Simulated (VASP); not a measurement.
Runs of VASP 6.6.1 on MgO. The structure is that of space group P6_3/mmc (No. 194), or close to it. The cells are those of the table. 

```tsv
cell	gap on the mesh (eV)	pressure (GPa)	largest force (eV/Å)
a = 3.562, b = 3.562, c = 4.141 Å, angles 90.0, 90.0, 120.0°, 4 atoms	3.31	0.3	0.54
a = 3.604, b = 3.604, c = 4.041 Å, angles 90.0, 90.0, 120.0°, 4 atoms	(c)	(b)	0.31
a = 3.645, b = 3.645, c = 3.943 Å, angles 90.0, 90.0, 120.0°, 4 atoms	3.42	4.1	0.53
a = 3.439, b = 3.439, c = 4.437 Å, angles 90.0, 90.0, 120.0°, 4 atoms	3.18	0.8	0.52
a = 3.398, b = 3.398, c = 4.536 Å, angles 90.0, 90.0, 120.0°, 4 atoms	(a)	2.1	0.29
```

Alike in all rows: task single point; level PBE; potentials or basis VASP PAW PBE potentials, release 64 (Mg, O); no spin polarisation; k mesh 9 × 9 × 6; cutoff (eV) 520; smearing gaussian 0.05 eV.

Estimate the missing entries.

(a) 3.16; (b) 1.4; (c) 3.37.

